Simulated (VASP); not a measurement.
# Ga: single point with PBE

The system is Ga.

```
Ga
1.0
     1.47844   -4.14473    0.00000
     1.47844    4.14473    0.00000
     0.00000    0.00000    3.23217
Ga
2
Direct
  0.13300 0.86700 0.75000
  0.86700 0.13300 0.25000
```

| Quantity | Value |
| --- | --- |
| Program | VASP 6.6.1 |
| Task | single point |
| Functional | PBE |
| Potentials or basis | VASP PAW PBE potentials, release 64 (Ga_d) |
| Cutoff | 520 eV |
| k mesh | 10 × 10 × 8 |
| Occupations | fermi-dirac, width 0.05 eV |
| Spin | no spin polarisation |

- Pressure: -1.3 GPa
- Largest force: 0.191 eV/Å
- Band gap on the k mesh: zero (bands 13 and 14 overlap by 8.91 eV)

Forces on the atoms (eV/Å):
```
Ga   0.000 -0.191  0.000
Ga   0.000  0.191  0.000
```

Stress tensor (GPa, compression positive):
```
-2.39  0.00  0.00
 0.00 -1.07  0.00
 0.00  0.00 -0.55
```

Levels at points of the mesh, in eV from the Fermi level:
| k point | band 9 | band 10 | band 11 | band 12 | band 13 | band 14 | band 15 | band 16 | band 17 | band 18 |
| --- | --- | --- | --- | --- | --- | --- | --- | --- | --- | --- |
| (0.00, 0.00, 0.00) | -14.69 | -14.56 | -10.70 | -1.99 | -1.62 | 2.92 | 6.52 | 7.60 | 8.50 | 10.14 |
| (0.50, 0.00, 0.00) | -14.61 | -14.60 | -6.44 | -5.06 | -1.51 | -0.38 | 6.27 | 6.52 | 8.56 | 9.02 |
| (0.50, 0.50, 0.00) | -14.66 | -14.62 | -8.76 | -8.15 | 5.05 | 5.68 | 5.73 | 6.75 | 6.90 | 9.19 |
| (0.00, 0.00, 0.50) | -14.63 | -14.63 | -7.05 | -7.05 | 1.93 | 1.93 | 2.46 | 2.46 | 9.94 | 9.94 |
| (0.50, 0.00, 0.50) | -14.60 | -14.60 | -2.95 | -2.95 | -1.42 | -1.42 | 1.93 | 1.93 | 4.23 | 4.23 |
| (0.50, 0.50, 0.50) | -14.67 | -14.67 | -5.40 | -5.40 | -3.86 | -3.86 | 9.26 | 9.26 | 11.00 | 11.00 |

It took 4.4 min on 1 thread of Intel Xeon 8259CL (shared host), peak memory 0.24 GiB.
